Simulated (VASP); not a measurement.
## Si2Sn: single point with r2SCAN

The system is Si2Sn.

```
Si Sn
1.0
     0.00000    3.82551    3.82551
     3.82551    0.00000    3.82551
     3.82551    3.82551    0.00000
Si Sn
4 2
Direct
  0.62500 0.62500 0.62500
  0.12500 0.62500 0.62500
  0.62500 0.62500 0.12500
  0.62500 0.12500 0.62500
  0.00000 0.00000 0.00000
  0.25000 0.25000 0.25000
```

- Program: VASP 6.6.1
- Task: single point
- Functional: r2SCAN
- Potentials or basis: VASP PAW PBE potentials, release 64 (Si, Sn_d)
- Cutoff: 520 eV
- k mesh: 4 × 4 × 4
- Occupations: gaussian, width 0.1 eV
- Spin: no spin polarisation
- Dipole correction: no
- Further INCAR settings: ALGO = Normal; EDIFF = 1e-06; NBANDS = 31

```yaml
Pressure: -0.6 GPa
Band_gap_on_the_k_mesh: zero (bands 22 and 23 overlap by 1.88 eV)
```

Levels at points of the mesh, in eV from the Fermi level:
```
           k point  band 19  band 20  band 21  band 22  band 23  band 24  band 25  band 26
(0.00, 0.00, 0.00)    -4.93    -3.77    -2.10    -2.10    -1.81    -1.81    -1.81     5.88
(0.50, 0.00, 0.00)    -2.05    -1.02    -0.50    -0.50    -0.43    -0.43     3.04     3.11
(0.50, 0.50, 0.00)    -0.21    -0.21    -0.15    -0.15     0.24     0.24     2.08     2.08
```

Run time: 4 min on 1 thread of Intel Xeon 8259CL, on a shared host, peak memory 0.26 GiB.

Caveat: the PAW data sets were made with another functional, which shifts forces and pressure a little; spin-orbit coupling is left out, which moves the levels of the heavy elements.
